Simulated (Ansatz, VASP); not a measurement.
**Cu2Ni3 in VASP and in Ansatz**

```
Cu Ni
1.0
     2.53001    0.00000    0.00000
    -1.26501    2.19106    0.00000
     0.00000    0.00000   20.09432
Cu Ni
4 6
Direct
  0.33333 0.66667 0.05000
  0.33333 0.66667 0.65000
  0.66667 0.33333 0.95000
  0.66667 0.33333 0.35000
  0.33333 0.66667 0.85000
  0.33333 0.66667 0.25000
  0.33333 0.66667 0.45000
  0.66667 0.33333 0.15000
  0.66667 0.33333 0.55000
  0.66667 0.33333 0.75000
```

Alike in both runs: task single point; functional PBE; k mesh 6 × 6 × 1; occupations gaussian, width 0.1 eV; collinear spin.

|  | VASP | Ansatz |
| --- | --- | --- |
| version | VASP 6.6.1 | Ansatz 0.2.0 |
| potentials or method | VASP PAW PBE potentials, release 64 (Cu, Ni), cutoff 520 eV | scalar-relativistic, plane waves, PAW |
| valence electrons in the cell | 104 | 184 |

```csv
,VASP,Ansatz,Ansatz less VASP
gap on the k mesh at the Fermi level (eV),none,none,-
pressure (GPa),2.2,2.2,-0.01
"traceless stress, the component that is largest in VASP (GPa)",6.78,6.38,-0.405
rms of the force components (eV/Å),0.179,0.185,+0.0064
net moment per atom (μB),0.15,0.22,+0.074
size of the moment on the site where the two differ most (μB),0.04,0.46,+0.419
```

Site moments also hang on the region over which each program counts them. Atom by atom the forces differ by 0.039 eV/Å (rms over components). A gap of «none» marks a metal or a gap that the smearing closes. VASP's potentials hold 104 valence electrons a cell and Ansatz's 184, so a difference there can come from the potentials and not from the codes.

The k mesh is coarse, so the values compare programs but aren't converged.
